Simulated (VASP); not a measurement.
Input of a VASP 6.6.1 run:

INCAR

```
SYSTEM = ScAsS
ALGO = Normal
EDIFF = 1E-6
ENCUT = 520
GGA = PE
ISIF = 2
ISMEAR = 0
LASPH = .TRUE.
LCHARG = .TRUE.
LELF = .TRUE.
LREAL = .FALSE.
LVHAR = .TRUE.
LWAVE = .FALSE.
NBANDS = 18
NELM = 60
PREC = Accurate
SIGMA = 0.1
```

File KPOINTS:

```
k-points
0
G
  4 4 4
  0 0 0
```

POSCAR

```
ScAsS
1.0
    3.8843898796      0.0000000000      0.0000000000
    0.0000000000      3.8843898796      0.0000000000
    0.0000000000      0.0000000000      4.8315384630
Sc As S
1 1 1
Direct
    0.5000000000      0.5000000000      0.0000000000
    0.0000000000      0.0000000000      0.0000000000
    0.5000000000      0.5000000000      0.5000000000
```

Potentials or basis: VASP PAW PBE potentials, release 64 (Sc_sv, As, S).

Run with:

```console
$ cat potpaw_PBE.64/Sc_sv/POTCAR potpaw_PBE.64/As/POTCAR potpaw_PBE.64/S/POTCAR > POTCAR
$ mpirun -np 1 vasp_std > vasp.out
```

Q: What does it give for the band gap on the k mesh?

A: Zero (bands 11 and 12 overlap by 1.57 eV).

Q: What does it give for the pressure?

A: 0.1 GPa.

Stress tensor (GPa, compression positive):
```
0.02 0.00 0.00
0.00 0.02 0.00
0.00 0.00 0.39
```

Caveat: the k points lie up to 0.40 Å⁻¹ apart, too coarse for converged energies and pressures of a metal.
